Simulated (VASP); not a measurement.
A run of VASP 6.6.1 is set up as follows.

The input INCAR:

```
SYSTEM = Si9C3N8
PREC = Accurate
ENCUT = 520
EDIFF = 1E-6
ISMEAR = -1
SIGMA = 0.3447
LREAL = Auto
LASPH = .True.
NELM = 100
ALGO = Normal
ISIF = 2
LWAVE = .False.
LCHARG = .True.
GGA = PE
LELF = .True.
LVHAR = .True.
ISYM = 0
NBANDS = 60
```

Contents of KPOINTS:

```
Automatic mesh
0
Gamma
  1 1 1
  0.25 0.25 0.25
```

Contents of POSCAR:

```
Si9C3N8
1.0
    6.5417270000     -0.1058040000     -0.0528750000
   -0.1058040000      5.8803450000     -0.0308140000
   -0.0528750000     -0.0308140000      6.2531300000
Si C N
9 3 8
Direct
    0.6863307950      0.7378769139      0.9193638514
    0.6612532938      0.0195499425      0.4999728424
    0.0074351692      0.8712370212     -0.1223927166
    0.2872725535      0.0170979448      0.2699496720
    0.3713073681      0.5323813553      0.1615576001
    0.2665321564      0.6986975357      0.6094110555
    0.5649955401      0.3861281369      0.6058567936
   -0.0031239687      0.1310844883      0.5058266912
    0.8377996272      0.5569788498      0.2830610273
    0.2201070051      0.7747663940      1.1148662845
    1.1599722219      0.2882180203      0.7074606927
    0.8532273710      0.2562668067     -0.0281895622
    0.2776753860      0.4047092854      0.8355311337
    0.3700065426      0.5071155071      0.4201974616
    0.4183506832      0.2415113959      0.1226115920
    0.0512753200      0.8855791142      0.6088006194
    0.5199905939     -0.1661314048      0.7222671413
    0.9712140400      0.1256092880      0.0492509298
    0.7140948111      0.3940796332      0.8385835466
    0.6249789994      0.7114521028      0.2133620203
```

Potentials or basis: VASP PAW PBE potentials, release 64 (Si, C, N).

Launch:

```sh
$ cat potpaw_PBE.64/Si/POTCAR potpaw_PBE.64/C/POTCAR potpaw_PBE.64/N/POTCAR > POTCAR
$ mpirun -np 1 vasp_std > vasp.out
```

Problem. Estimate the band gap on the k mesh.

Solution. 0.35 eV.

Problem. Estimate the largest force.

Solution. 8.442 eV/Å.

Stress tensor (GPa, compression positive):
```
-2.21  2.14 -4.74
 2.14  2.21  1.36
-4.74  1.36  6.57
```

Caveat: the k points lie up to 1.07 Å⁻¹ apart.
